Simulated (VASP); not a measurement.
AlN, 2 atoms in the cell. The structure is cubic, space group Fm-3m (No. 225). The conventional cell has a = 4.008 Å, b = 4.008 Å, c = 4.008 Å, α = 90.00°, β = 90.00°, γ = 90.00°. Al (site symmetry m-3m) has 6 N at 2.00 Å within 2.7 Å. N (site symmetry m-3m) has 6 Al at 2.00 Å within 2.7 Å.  This cell differs from its parent crystal: volume scaled by 0.98.

- Program: VASP 6.6.1
- Task: single point
- Functional: PBE
- Dispersion: D3(BJ)
- Potentials or basis: VASP PAW PBE potentials, release 64 (Al, N)
- Cutoff: 600 eV
- k mesh: 10 × 10 × 10
- Occupations: gaussian, width 0.05 eV
- Spin: no spin polarisation
- Dipole correction: no
- Further INCAR settings: ALGO = Normal; EDIFF = 1e-06; NBANDS = 11

Potentials or basis: VASP PAW PBE potentials, release 64 (Al, N).

Launch:

```console
$ cat potpaw_PBE.64/Al/POTCAR potpaw_PBE.64/N/POTCAR > POTCAR
$ mpirun -np 1 vasp_std > vasp.out
```

Hardware: 1 thread of Intel Xeon 8259CL, with other jobs on the host.

Q: Estimate the wall time of this run.

A: Run time: 10 s on 1 thread of Intel Xeon 8259CL, on a shared host, peak memory 0.15 GiB. Counts: scf iterations 12, k points 47.
